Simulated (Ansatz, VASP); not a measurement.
## B in VASP and in Ansatz

```xyz
1
Lattice="-1.1747 1.1747 1.1747 1.1747 -1.1747 1.1747 1.1747 1.1747 -1.1747" Properties=species:S:1:pos:R:3 pbc="T T T"
B     0.0000    0.0000    0.0000
```

Alike in both runs: task single point; functional revPBE; k mesh 21 × 21 × 21; occupations fermi-dirac, width 0.1 eV; no spin polarisation.

```csv
,VASP,Ansatz
version,VASP 6.6.1,Ansatz 0.2.0
potentials or method,"VASP PAW PBE potentials, release 64 (B), cutoff 520 eV","plane waves (420 eV) with PAW, scalar-relativistic"
valence electrons in the cell,3,3
```

Ansatz gave:

- pressure (GPa): -7.7

**Question.** What did VASP give for the same quantities?

**Answer.** Pressure (GPa): -8.0.

VASP's potentials were made for PBE, not for revPBE. The functional is the same, so the differences come from potentials, cutoffs and numerics.
